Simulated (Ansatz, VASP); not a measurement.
# SiC in VASP and in Ansatz

The input INCAR:

```
ALGO     = Normal         # electronic algorithm
EDIFF    = 1E-6           # SCF threshold, eV
ENCUT    = 600            # plane-wave cutoff, eV
GGA      = PS             # functional
GGA_COMPAT= F            
ISIF     = 2              # what is computed and relaxed
ISMEAR   = 0              # smearing method
LASPH    = T              # aspherical terms in the spheres
LCHARG   = T              # write CHGCAR
LELF     = T              # ELF
LREAL    = F              # projectors in reciprocal space
LVHAR    = T            
LWAVE    = F              # write WAVECAR
NBANDS   = 11             # bands
NELM     = 120            # most SCF steps
PREC     = Accurate       # precision mode
SIGMA    = 0.01           # smearing width, eV
```

File KPOINTS:

```
k-points
0
Gamma
  8 8 8
```

The input POSCAR:

```
SiC
1.0
    0.0000000000      2.2356225527      2.2356225527
    2.2356225527      0.0000000000      2.2356225527
    2.2356225527      2.2356225527      0.0000000000
Si C
1 1
Direct
    0.0000000000      0.0000000000      0.0000000000
    0.2500000000      0.2500000000      0.2500000000
```

Input for Ansatz:

```yaml
crystal:
  lattice:
    - [0.0, 2.2356225526851135, 2.2356225526851135]
    - [2.2356225526851135, 0.0, 2.2356225526851135]
    - [2.2356225526851135, 2.2356225526851135, 0.0]
  atoms:
    - { symbol: Si, position: [0.0, 0.0, 0.0] }
    - { symbol: C, position: [0.25, 0.25, 0.25] }
basis:
  ecutwfc: 500.0
kpoints:
  mp_grid:
    grid: [8, 8, 8]
hamiltonian:
  xc: pbesol
scf:
  occupations:
    method: fixed
output:
  stress: true
```

Alike in both runs: task single point; functional PBEsol; k mesh 8 × 8 × 8; no spin polarisation.

```csv
,VASP,Ansatz
version,VASP 6.6.1,Ansatz 0.2.0
potentials or method,"VASP PAW PBE potentials, release 64 (Si, C), cutoff 600 eV","plane waves, PAW"
occupations,"gaussian, width 0.01 eV",fixed
valence electrons in the cell,8,8
```

|  | VASP | Ansatz | Ansatz less VASP |
| --- | --- | --- | --- |
| pressure (GPa) | -14.6 | -14.8 | -0.19 |

VASP's potentials were made for PBE, not for PBEsol.
